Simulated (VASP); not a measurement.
# LiTlF4 (P2_1/m) in VASP: single point with PBE

Aim: the single point of LiTlF4 with PBE.

Program: VASP 6.6.1. These are calculated values, not measurements. Logs are shortened: lines on timing, memory, paths and dates and some standing lists are left out, and cuts for length are marked.

## (1) The cell of the first run

Symmetry: P2_1/m, No. 11, monoclinic system. Conventional cell: a = 3.781 Å, b = 7.755 Å, c = 5.571 Å, α = 90.00°, β = 108.69°, γ = 90.00°. Li (site symmetry m) has 5 F at 1.89 to 2.05 Å within 2.5 Å. Tl (site symmetry -1) has 8 F at 2.28 to 2.37 Å within 3.0 Å. Within 2.9 Å of F (site symmetry 1) lie 1 Li at 1.98 Å and 2 Tl at 2.28 to 2.31 Å and 5 F at 2.61 to 2.82 Å. Within 2.7 Å of F (site symmetry m) lie 2 Li at 2.04 to 2.05 Å and 2 Tl at 2.37 Å and 5 F at 2.61 Å. F (site symmetry m) has 1 Li at 1.89 Å and 2 Tl at 2.31 Å within 2.5 Å.

## (2) Single point, PBE

File INCAR:

```
PREC = Accurate
ENCUT = 520
EDIFF = 1E-6
ISMEAR = 0
SIGMA = 0.02
LREAL = False
LASPH = True
NELM = 60
ALGO = Normal
ISIF = 2
LWAVE = False
LCHARG = True
GGA = PE
LELF = True
LVHAR = True
NBANDS = 56
```

File KPOINTS:

```
Automatic mesh
0
Gamma
  8 4 6
```

File POSCAR:

```
LiTlF4
1.0
    3.7799536498      0.0000000000     -0.1020910508
    0.0000000000      7.7545547572      0.0000000000
   -1.6423240951      0.0000000000      5.3236656828
Li Tl F
2 2 8
Direct
    0.1936233877      0.7500000000      0.9041239770
    0.8063766123      0.2500000000      0.0958760230
    0.5000000000      0.5000000000      0.5000000000
    0.5000000000      0.0000000000      0.5000000000
    0.8795925425      0.4818353155      0.2544120339
    0.8795925425      0.0181646845      0.2544120339
    0.6263122918      0.7500000000      0.7573005408
    0.6193127902      0.2500000000      0.7376450253
    0.1204074575      0.5181646845      0.7455879661
    0.1204074575      0.9818353155      0.7455879661
    0.3806872098      0.7500000000      0.2623549747
    0.3736877082      0.2500000000      0.2426994592
```

Potentials or basis: VASP PAW PBE potentials, release 64 (Li_sv, Tl_d, F).

Run with:

```sh
cat potpaw_PBE.64/Li_sv/POTCAR potpaw_PBE.64/Tl_d/POTCAR potpaw_PBE.64/F/POTCAR > POTCAR
mpirun -np 1 vasp_std > vasp.out
```

OUTCAR:

```text
PREC = Accurate
   ENCUT = 520
   EDIFF = 1E-6
   ISMEAR = 0
   LREAL = False
   LASPH = True
   NELM = 60
   ISIF = 2
   GGA = PE

 ion  position               nearest neighbor table
   1  0.194  0.750  0.904-  11 1.89  10 1.98   9 1.98   7 2.04   7 2.05
   2  0.806  0.250  0.096-   8 1.89   6 1.98   5 1.98  12 2.04  12 2.05
   3  0.500  0.500  0.500-   5 2.28   9 2.28   8 2.31  11 2.31   9 2.31   5 2.31  12 2.37   7 2.37
                             4 3.88   4 3.88
   4  0.500  0.000  0.500-   6 2.28  10 2.28   8 2.31  11 2.31  10 2.31   6 2.31  12 2.37   7 2.37
                             3 3.88   3 3.88
   5  0.880  0.482  0.254-   2 1.98   3 2.28   3 2.31
   6  0.880  0.018  0.254-   2 1.98   4 2.28   4 2.31
   7  0.626  0.750  0.757-   1 2.04   1 2.05   3 2.37   4 2.37
   8  0.619  0.250  0.738-   2 1.89   3 2.31   4 2.31
   9  0.120  0.518  0.746-   1 1.98   3 2.28   3 2.31
  10  0.120  0.982  0.746-   1 1.98   4 2.28   4 2.31
  11  0.381  0.750  0.262-   1 1.89   3 2.31   4 2.31
  12  0.374  0.250  0.243-   2 2.04   2 2.05   4 2.37   3 2.37

  LATTYP: Found a simple monoclinic cell.
 ALAT       =     3.7813320639
 B/A-ratio  =     2.0507468337
 C/A-ratio  =     1.4733521382
 COS(beta)  =    -0.3204779358

  Lattice vectors:

 A1 = (   3.7799536498,   0.0000000000,  -0.1020910508)
 A2 = (   0.0000000000,   7.7545547572,   0.0000000000)
 A3 = (  -1.6423240951,   0.0000000000,   5.3236656828)

Analysis of symmetry for initial positions (statically):
=====================================================================
 Subroutine PRICEL returns:
 Original cell was already a primitive cell.

 Routine SETGRP: Setting up the symmetry group for a
 simple monoclinic supercell.

 Subroutine GETGRP returns: Found  4 space group operations
 (whereof  2 operations were pure point group operations)
 out of a pool of  4 trial point group operations.

The static configuration has the point symmetry S_2 .
 The point group associated with its full space group is C_2h.

Analysis of symmetry for dynamics (positions and initial velocities):
=====================================================================
 Subroutine PRICEL returns:
 Original cell was already a primitive cell.

 Routine SETGRP: Setting up the symmetry group for a
 simple monoclinic supercell.

 Subroutine GETGRP returns: Found  4 space group operations
 (whereof  2 operations were pure point group operations)
 out of a pool of  4 trial point group operations.

The dynamic configuration has the point symmetry S_2 .
 The point group associated with its full space group is C_2h.

 Subroutine INISYM returns: Found  4 space group operations
 (whereof  2 operations are pure point group operations),
 and found     1 'primitive' translations

----------------------------------------------------------------------------------------

                                     Primitive cell

  volume of cell :     154.7464

  direct lattice vectors                    reciprocal lattice vectors
     3.779953650  0.000000000 -0.102091051     0.266776289  0.000000000  0.082299144
     0.000000000  7.754554757  0.000000000     0.000000000  0.128956469  0.000000000
    -1.642324095  0.000000000  5.323665683     0.005115924  0.000000000  0.189418733

  length of vectors
     3.781332064  7.754554757  5.571233682     0.279182265  0.128956469  0.189487807

  position of ions in fractional coordinates (direct lattice)
     0.193623388  0.750000000  0.904123977
     0.806376612  0.250000000  0.095876023
     0.500000000  0.500000000  0.500000000
     0.500000000  0.000000000  0.500000000
     0.879592542  0.481835315  0.254412034
     0.879592542  0.018164685  0.254412034
     0.626312292  0.750000000  0.757300541
     0.619312790  0.250000000  0.737645025
     0.120407458  0.518164685  0.745587966
     0.120407458  0.981835315  0.745587966
     0.380687210  0.750000000  0.262354975
     0.373687708  0.250000000  0.242699459

  ion indices of the primitive-cell ions
   primitive index   ion index
                 1           1
                 2           2
                 3           3
                 4           4
                 5           5
                 6           6
                 7           7
                 8           8
                 9           9
                10          10
                11          11
                12          12

----------------------------------------------------------------------------------------

 KPOINTS: Automatic mesh

Automatic generation of k-mesh.
 Grid dimensions read from file:
 generate k-points for:    8    4    6

 Generating k-lattice:

  Cartesian coordinates                     Fractional coordinates (reciprocal lattice)
     0.033347036  0.000000000  0.010287393     0.125000000  0.000000000 -0.000000000
     0.000000000  0.032239117  0.000000000     0.000000000  0.250000000  0.000000000
     0.000852654  0.000000000  0.031569789     0.000000000  0.000000000  0.166666667

  Length of vectors
     0.034897783  0.032239117  0.031581301

  Shift w.r.t. Gamma in fractional coordinates (k-lattice)
     0.000000000  0.000000000  0.000000000

 Subroutine IBZKPT returns following result:
 ===========================================

 Found     78 irreducible k-points:

 Following reciprocal coordinates:
            Coordinates               Weight
  0.000000  0.000000  0.000000      1.000000
  0.125000  0.000000  0.000000      2.000000
  0.250000  0.000000  0.000000      2.000000
  0.375000  0.000000  0.000000      2.000000
  0.500000  0.000000  0.000000      1.000000
  0.000000  0.250000  0.000000      2.000000
[... 16 lines left out ...]
 -0.125000  0.000000  0.166667      2.000000
 -0.000000  0.250000  0.166667      4.000000
 [... further k-points ...]
   k-points           NKPTS =     78   k-points in BZ     NKDIM =     78   number of bands    NBANDS=     56
   number of dos      NEDOS =    301   number of ions     NIONS =     12
   total plane-waves  NPLWV =  70560
   dimension x,y,z NGX =    28 NGY =   60 NGZ =   42
   dimension x,y,z NGXF=    56 NGYF=  120 NGZF=   84
   ions per type =               2   2   8
   NGX,Y,Z   is equivalent  to a cutoff of  12.31, 12.86, 12.53 a.u.
   NGXF,Y,Z  is equivalent  to a cutoff of  24.62, 25.73, 25.07 a.u.
 SYSTEM =  unknown system
   PREC   = accura    normal or accurate (medium, high low for compatibility)
   ISTART =      0    job   : 0-new  1-cont  2-samecut
   ICHARG =      2    charge: 1-file 2-atom 10-const
   ISPIN  =      1    spin polarized calculation?
   LNONCOLLINEAR =      F non collinear calculations
   LSORBIT =      F    spin-orbit coupling
   LASPH  =      T    aspherical Exc in radial PAW
   ENCUT  =  520.0 eV  38.22 Ry    6.18 a.u.   7.03 14.42 10.36*2*pi/ulx,y,z
   NELM   =     60;   NELMIN=  2; NELMDL= -5     # of ELM steps
   EDIFF  = 0.1E-05   stopping-criterion for ELM
   LREAL  =      F    real-space projection
   EDIFFG = 0.1E-04   stopping-criterion for IOM
   NSW    =      0    number of steps for IOM
   IBRION =     -1    ionic relax: 0-MD 1-quasi-New 2-CG
   NFREE  =      0    steps in history (QN), initial steepest desc. (CG)
   ISIF   =      2    stress and relaxation
   ISYM   =      2    0-nonsym 1-usesym 2-fastsym
   POTIM  = 0.5000    time-step for ionic-motion
   TEBEG  =    0.0;   TEEND  =   0.0 temperature during run
   PSTRESS=    0.0 pullay stress
   NELECT =      88.0000    total number of electrons
   NUPDOWN=      -1.0000    fix difference up-down
   EMIN   =  10.00;   EMAX   =-10.00  energy-range for DOS
   EFERMI =   0.00;   METHOD = LEGACY
   ISMEAR =     0;   SIGMA  =   0.02  broadening in eV -4-tet -1-fermi 0-gaus
   EFERMI_NEDOS =   21; number of points for ismear=-14 and -15
   IALGO  =     38    algorithm
   IMIX   =      4    mixing-type and parameters
     AMIX     =   0.40;   BMIX     =  1.00
     AMIX_MAG =   1.60;   BMIX_MAG =  1.00
  volume/ion in A,a.u.               =      12.90        87.02
  Fermi-wavevector in a.u.,A,eV,Ry     =   1.356320  2.563074 25.029341  1.839605
  Thomas-Fermi vector in A             =   2.483333
   LORBIT       =      0    0 simple, 1 ext, 2 COOP (PROOUT), +10 PAW based schemes
   GGA     = PE    functional components
   LHFCALC =     F    Hartree Fock is set to
   AEXX    =    0.0000 exact exchange contribution
   IVDW    =     0    specifies the selected vdW correction
   LEPSILON=     F    determine dielectric tensor
   LRPA    =     F    only Hartree local field effects (RPA)
 non-spin polarized calculation
 Gauss-broadening in eV      SIGMA  =   0.02
  energy-cutoff  :      520.00
  volume of cell :      154.75
 maximum number of plane-waves:      4201
   NGX = 15   NGY = 29   NGZ = 21

 number of electron      88.0000019 magnetization

 Free energy of the ion-electron system (eV)
  ---------------------------------------------------
  ext. energy  EPLUGINS =         0.00000000
  ---------------------------------------------------
  free energy    TOTEN  =       -48.69390871 eV

  energy without entropy =      -48.69390871  energy(sigma->0) =      -48.69390871

 E-fermi :  -0.4120     XC(G=0):  -9.4836

 val. band max:       -0.6072306016   @ k =   0.5000   0.0000   0.5000
 cond. band min:       1.3247703850   @ k =   0.0000   0.0000   0.0000
 fundamental gap:      1.9320009866
 Fermi energy:        -0.4119628639

 k-point     1 :       0.0000    0.0000    0.0000
  band No.  band energies     occupation
      1     -41.6092      2.00000
      2     -41.6091      2.00000
      3     -21.1739      2.00000
      4     -20.8769      2.00000
      5     -20.7469      2.00000
      6     -20.6537      2.00000
[... 1405 lines left out ...]
     55      12.3172      0.00000
     56      12.7062      0.00000

 [... further k-points ...]

------------------------ aborting loop because EDIFF is reached ----------------------------------------

  FORCE on cell =-STRESS in cart. coord.  units (eV):
  Direction    XX          YY          ZZ          XY          YZ          ZX
  --------------------------------------------------------------------------------------
  -------------------------------------------------------------------------------------
  Total       -0.1129378     -0.1512570     -0.1470742      0.0000000      0.0000000     -0.0501597
  in kB       -1.1693096     -1.5660506     -1.5227436      0.0000000      0.0000000     -0.5193324
  external PRESSURE =      -1.4193679 kB  Pullay stress =       0.0000000 kB

 VOLUME and BASIS-vectors are now :
 -----------------------------------------------------------------------------
  energy-cutoff  :      520.00
  volume of cell :      154.75
      direct lattice vectors                 reciprocal lattice vectors
     3.779953650  0.000000000 -0.102091051     0.266776289  0.000000000  0.082299144
     0.000000000  7.754554757  0.000000000     0.000000000  0.128956469  0.000000000
    -1.642324095  0.000000000  5.323665683     0.005115924  0.000000000  0.189418733

 POSITION                                       TOTAL-FORCE (eV/Angst)
 -----------------------------------------------------------------------------------
     -0.75298      5.81592      4.79349         0.001399     -0.000000      0.000212
      2.89061      1.93864      0.42809        -0.001399      0.000000     -0.000212
      1.06881      3.87728      2.61079         0.000000      0.000000      0.000000
      1.06881      0.00000      2.61079         0.000000      0.000000      0.000000
      2.90699      3.73642      1.26461         0.002013     -0.002532     -0.017609
      2.90699      0.14086      1.26461         0.002013      0.002532     -0.017609
      1.12370      5.81592      3.96767        -0.000026      0.000000      0.014062
      1.12952      1.93864      3.86375         0.000635      0.000000      0.007759
     -0.76936      4.01814      3.95697        -0.002013      0.002532      0.017609
     -0.76936      7.61370      3.95697        -0.002013     -0.002532      0.017609
      1.00811      5.81592      1.35783        -0.000635     -0.000000     -0.007759
      1.01393      1.93864      1.25390         0.000026     -0.000000     -0.014062
 -----------------------------------------------------------------------------------
    total drift:                               -0.000000      0.000000      0.000000

  FREE ENERGIE OF THE ION-ELECTRON SYSTEM (eV)
  ---------------------------------------------------
  free  energy   TOTEN  =       -48.6939087128 eV

  energy  without entropy=      -48.6939087128  energy(sigma->0) =      -48.69390871
```

Wall time 11 min (1 thread of Intel Xeon Platinum 8488C (Sapphire Rapids), shared host); peak memory 0.58 GiB.

What came out:

```yaml
Free_energy: -48.6939 eV
Largest_force: 0.018 eV/Å
Band_gap_on_the_k_mesh: 1.93 eV (least direct gap 2.16 eV)
```

Forces on the atoms (eV/Å):
```
Li   0.001  0.000  0.000
Li  -0.001  0.000  0.000
Tl   0.000  0.000  0.000
Tl   0.000  0.000  0.000
F    0.002 -0.003 -0.018
F    0.002  0.003 -0.018
F    0.000  0.000  0.014
F    0.001  0.000  0.008
F   -0.002  0.003  0.018
F   -0.002 -0.003  0.018
F   -0.001  0.000 -0.008
F    0.000  0.000 -0.014
```

Caveat: the cutoff is under 1.25 times the usual one of these potentials, so pressure, stress and relaxed cells hold a basis-set (Pulay) error; spin-orbit coupling is left out, which moves the levels of the heavy elements. A k mesh can miss the band edges.
